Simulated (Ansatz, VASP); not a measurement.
## HgTe in VASP and in Ansatz

```
Hg Te
1.0
     0.00000    3.09456    3.35244
     3.09456    0.00000    3.35244
     3.09456    3.09456    0.00000
Hg Te
1 1
Cartesian
  0.0000 0.0000 0.0000
  4.6418 4.6418 5.0287
```

Change from the starting cell: strain -0.040 along x and y, +0.040 along z, atoms carried along.

Alike in both runs: task single point; functional PBEsol; k mesh 14 × 14 × 14; occupations gaussian, width 0.15 eV; no spin polarisation.

|  | VASP | Ansatz |
| --- | --- | --- |
| version | VASP 6.6.1 | Ansatz 0.2.0 |
| potentials or method | VASP PAW PBE potentials, release 64 (Hg, Te), cutoff 520 eV | scalar-relativistic, plane waves, PAW |
| valence electrons in the cell | 18 | 36 |

|  | VASP | Ansatz | Ansatz less VASP |
| --- | --- | --- | --- |
| gap on the k mesh at the Fermi level (eV) | none | none | - |
| pressure (GPa) | 3.6 | 3.5 | -0.15 |
| traceless stress, the component that is largest in VASP (GPa) | -0.85 | -0.85 | 0.000 |

VASP's potentials were made for PBE, not for PBEsol. A gap of «none» marks a metal or a gap that the smearing closes. VASP's potentials hold 18 valence electrons a cell and Ansatz's 36, so a difference there can come from the potentials and not from the codes.

Neither program's run includes spin-orbit coupling.
